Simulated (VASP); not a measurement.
# Li16HS in VASP: notebook, part 2 of 2

VASP 6.6.1. The steps go on from the part before.

## 3. Single point, PBE+D3(BJ)

The input, INCAR:

```
PREC = Accurate
ENCUT = 520
EDIFF = 1E-7
ISMEAR = -1
SIGMA = 0.05
LREAL = Auto
LASPH = T
NELM = 100
ALGO = Normal
ISIF = 2
LWAVE = F
LCHARG = F
GGA = PE
IVDW = 12
NBANDS = 42
```

The input, KPOINTS:

```
Automatic mesh
0
Gamma
  2 2 1
```

The input, POSCAR:

```
Li16HS
1.0
    6.9800000000      0.0000000000      0.0000000000
    3.4900000000      4.9356050000      0.0000000000
    0.0000000000      0.0000000000     20.4034080000
Li S H
16 1 1
Direct
   -0.2499997467      0.4999994935      0.0490114201
    0.2500002533      0.4999994935      0.0490114201
   -0.2499994935      0.9999989870      0.0490114201
    0.2500005065      0.9999989870      0.0490114201
    0.0357928305      0.0021679207      0.1347863063
    0.5039143528      0.0002228703      0.1797346796
   -0.0052287471      0.4968185258      0.1769165230
    0.4908360637      0.5021674141      0.1786172192
   -0.2275555104      0.4480909635      0.2959211520
    0.2097110206      0.5547040332      0.2956907983
   -0.0911190806      0.9975676741      0.2322161082
    0.2032508241      0.9923808733      0.2652007939
   -0.0403077819     -0.0066050667      0.3794807220
    0.5462571873      0.0089755967      0.3256122703
    0.0767716705      0.4328749971      0.4497042847
    0.5004933356      0.5096437012      0.4261984076
    0.4224146333      0.0192681546      0.4336824515
    0.2771293693     -0.0474106011      0.4068634024
```

Potentials or basis: VASP PAW PBE potentials, release 64 (Li_sv, S, H).

The run is started by

```console
cat potpaw_PBE.64/Li_sv/POTCAR potpaw_PBE.64/S/POTCAR potpaw_PBE.64/H/POTCAR > POTCAR
mpirun -np 1 vasp_std > vasp.out
```

Run time: 9.5 min. Hardware: 1 thread of AMD EPYC 7R43 (Zen 3), shared host; peak memory 0.74 GiB.

The run converged. Its results:

```
Free energy                : -37.8913 eV
Largest force              : 1.463 eV/Å
Dispersion energy per atom : -0.132 eV
```

Forces on the atoms (eV/Å):
```
Li  -0.056  0.038  0.214
Li  -0.076 -0.030  0.212
Li  -0.120 -0.017  0.079
Li   0.456  0.000 -0.434
Li  -0.052 -0.010  0.052
Li   0.048  0.003 -0.263
Li   0.030 -0.008 -0.084
Li   0.015  0.000 -0.105
Li  -0.084  0.383 -0.036
Li  -0.117 -0.443  0.045
Li  -1.456  0.058  0.139
Li   1.041 -0.024  0.199
Li  -0.180 -0.020  0.147
Li   0.473 -0.003  0.037
Li  -0.200  0.271 -0.379
Li   0.100  0.266 -0.245
S    0.135 -0.457  0.385
H    0.042 -0.008  0.036
```

Levels at points of the mesh, in eV from the Fermi level:
| k point | band 24 | band 25 | band 26 | band 27 | band 28 | band 29 | band 30 | band 31 | band 32 | band 33 |
| --- | --- | --- | --- | --- | --- | --- | --- | --- | --- | --- |
| (0.00, 0.00, 0.00) | -0.31 | -0.11 | -0.07 | 0.05 | 0.22 | 0.24 | 0.34 | 0.49 | 0.64 | 0.88 |
| (0.50, 0.00, 0.00) | -1.46 | -0.65 | -0.37 | -0.22 | -0.04 | 0.45 | 0.57 | 0.64 | 0.83 | 1.28 |
| (0.50, 0.50, 0.00) | -1.40 | -0.55 | -0.34 | -0.20 | -0.05 | 0.32 | 0.52 | 0.60 | 0.87 | 1.09 |
| (0.00, 0.50, 0.00) | -1.20 | -0.99 | -0.87 | -0.52 | -0.20 | 0.00 | 0.08 | 0.46 | 1.09 | 1.27 |

Caveat: the k points lie up to 0.64 Å⁻¹ apart; the cutoff is under 1.25 times the usual one of these potentials, so pressure, stress and relaxed cells hold a basis-set (Pulay) error.

## 4. Single point, PBE+D3(BJ)

The input, INCAR:

```
SYSTEM = Li16HS
  ALGO = Normal
  EDIFF = 1E-7
  ENCUT = 520
  GGA = PE
  ISIF = 2
  ISMEAR = -1
  IVDW = 12
  LASPH = .TRUE.
  LCHARG = .FALSE.
  LREAL = Auto
  LWAVE = .FALSE.
  NBANDS = 42
  NELM = 100
  PREC = Accurate
  SIGMA = 0.05
```

The input, KPOINTS:

```
k-points
0
G
  2 2 1
  0 0 0
```

The input, POSCAR:

```
Li16HS
1.0
    6.9800000000      0.0000000000      0.0000000000
    3.4900000000      4.9356050000      0.0000000000
    0.0000000000      0.0000000000     20.4034080000
Li S H
16 1 1
Direct
   -0.2499997467      0.4999994935      0.0490114201
    0.2500002533      0.4999994935      0.0490114201
   -0.2499994935      0.9999989870      0.0490114201
    0.2500005065      0.9999989870      0.0490114201
   -0.0094533132      0.0129467411      0.1559298329
    0.4724106723      0.0043763632      0.1288902325
   -0.0207865642      0.4607135295      0.1621591844
    0.4287302148      0.5409063327      0.1612230663
   -0.2515520853      0.4941643426      0.2827076731
    0.2334691188      0.4628611893      0.2939557941
   -0.2060979670      0.9868091146      0.2069164132
    0.3038607701      0.9819059669      0.2593488304
   -0.0299315868     -0.0099076000      0.3887536827
    0.6651527611      0.0192073717      0.2896770971
    0.0595213293      0.4516163672      0.4034865156
    0.4884652947      0.5899175481      0.4010947583
    0.3810500835      0.0097049906      0.3641597521
    0.2367909884     -0.0741550428      0.3399285061
```

Potentials or basis: VASP PAW PBE potentials, release 64 (Li_sv, S, H).

The run is started by

```console
cat potpaw_PBE.64/Li_sv/POTCAR potpaw_PBE.64/S/POTCAR potpaw_PBE.64/H/POTCAR > POTCAR
mpirun -np 1 vasp_std > vasp.out
```

OUTCAR:

```text
SYSTEM = Li16HS
   EDIFF = 1E-7
   ENCUT = 520
   GGA = PE
   ISIF = 2
   ISMEAR = -1
   IVDW = 12
   LASPH = .TRUE.
   LREAL = Auto
   NELM = 100
   PREC = Accurate
 IVDW          = 12

 ion  position               nearest neighbor table
   1  0.750  0.500  0.049-
   2  0.250  0.500  0.049-
   3  0.750  1.000  0.049-   6 2.52
   4  0.250  1.000  0.049-   6 2.26
[... 396 lines left out ...]
  -------------------------------------------------------------------------------------
  Total       0.48571    -1.45304     3.57320    -0.07882     0.58390    -2.05189
  in kB       1.10712    -3.31199     8.14460    -0.17965     1.33091    -4.67700
  external pressure =        1.98 kB  Pullay stress =        0.00 kB

 VOLUME and BASIS-vectors are now :
 -----------------------------------------------------------------------------
  energy-cutoff  :      520.00
  volume of cell :      702.91
      direct lattice vectors                 reciprocal lattice vectors
     6.980000000  0.000000000  0.000000000     0.143266476 -0.101304703  0.000000000
     3.490000000  4.935605000  0.000000000     0.000000000  0.202609407  0.000000000
     0.000000000  0.000000000 20.403408000     0.000000000  0.000000000  0.049011420

 POSITION                                       TOTAL-FORCE (eV/Angst)
 -----------------------------------------------------------------------------------
      6.98000      2.46780      1.00000        -0.033864     -0.014242      0.029362
      3.49000      2.46780      1.00000        -0.077551      0.046776     -0.007820
      8.72500      4.93560      1.00000         0.222171     -0.021933     -0.102805
      5.23500      4.93560      1.00000        -0.392916     -0.009309     -0.551451
      6.95920      0.06390      3.18150         1.307550      0.139611     -1.131291
      3.31270      0.02160      2.62980         0.082696     -0.025138      1.020995
[... 10 lines left out ...]
      2.69360      0.04790      7.43010         0.220748      0.710669      0.358915
      4.88400      4.56960      6.93570         0.038460     -0.405128     -0.050873
 -----------------------------------------------------------------------------------
    total drift:                                0.000550     -0.006136     -0.001582

  FREE ENERGIE OF THE ION-ELECTRON SYSTEM (eV)
  ---------------------------------------------------
  free  energy   TOTEN  =       -37.3219179344 eV

  energy  without entropy=      -37.2206616102  energy(sigma->0) =      -37.27128977
```

It took 9.8 min on 1 thread of AMD EPYC 7R43 (Zen 3), shared host; peak memory 0.74 GiB.

Results:

```yaml
Free_energy: -37.3219 eV
Largest_force: 1.901 eV/Å
Dispersion_energy_per_atom: -0.141 eV
```

Forces on the atoms (eV/Å):
```
Li  -0.034 -0.014  0.029
Li  -0.078  0.047 -0.008
Li   0.222 -0.022 -0.103
Li  -0.393 -0.009 -0.551
Li   1.308  0.140 -1.131
Li   0.083 -0.025  1.021
Li   0.127  0.217  0.096
Li   0.105 -0.238  0.247
Li  -0.015 -0.286 -0.156
Li   0.098  0.427 -0.313
Li  -0.480 -0.319 -0.369
Li  -0.439 -0.005 -0.966
Li  -0.145  0.258 -0.093
Li  -0.544 -0.044  1.821
Li  -0.061 -0.055  0.152
Li  -0.013 -0.376  0.017
S    0.221  0.711  0.359
H    0.038 -0.405 -0.051
```

Levels at points of the mesh, in eV from the Fermi level:
| k point | band 26 | band 27 | band 28 | band 29 | band 30 | band 31 |
| --- | --- | --- | --- | --- | --- | --- |
| (0.00, 0.00, 0.00) | -0.10 | -0.01 | 0.13 | 0.16 | 0.31 | 0.37 |
| (0.50, 0.00, 0.00) | -0.37 | -0.26 | -0.05 | 0.48 | 0.65 | 1.01 |
| (0.50, 0.50, 0.00) | -0.40 | -0.26 | -0.05 | 0.38 | 0.67 | 0.94 |
| (0.00, 0.50, 0.00) | -0.88 | -0.33 | -0.03 | 0.03 | 0.46 | 1.01 |

Caveat: the k points lie up to 0.64 Å⁻¹ apart; the cutoff is under 1.25 times the usual one of these potentials, so pressure, stress and relaxed cells hold a basis-set (Pulay) error.
